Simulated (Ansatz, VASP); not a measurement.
**Se in VASP and in Ansatz**

```
Se
1.0
    -1.73976    1.73976    1.73976
     1.73976   -1.73976    1.73976
     1.73976    1.73976   -1.73976
Se
1
Direct
  0.00000 0.00000 0.00000
```

Alike in both runs: task single point; functional r2SCAN; k mesh 15 × 15 × 15; occupations fermi-dirac, width 0.1 eV; no spin polarisation.

```csv
,VASP,Ansatz
version,VASP 6.6.1,Ansatz 0.2.0
potentials or method,"VASP PAW PBE potentials, release 64 (Se), cutoff 520 eV","plane waves (500 eV) with PAW, scalar-relativistic"
valence electrons in the cell,6,16
```

|  | VASP | Ansatz | Ansatz less VASP |
| --- | --- | --- | --- |
| pressure (GPa) | -2.4 | -2.3 | +0.08 |

VASP's potentials were made for PBE, not for r2SCAN. With one functional, cell and mesh, what is left measures potentials, basis and numerics. VASP's potentials hold 6 valence electrons a cell and Ansatz's 16, so a difference there can come from the potentials and not from the codes.
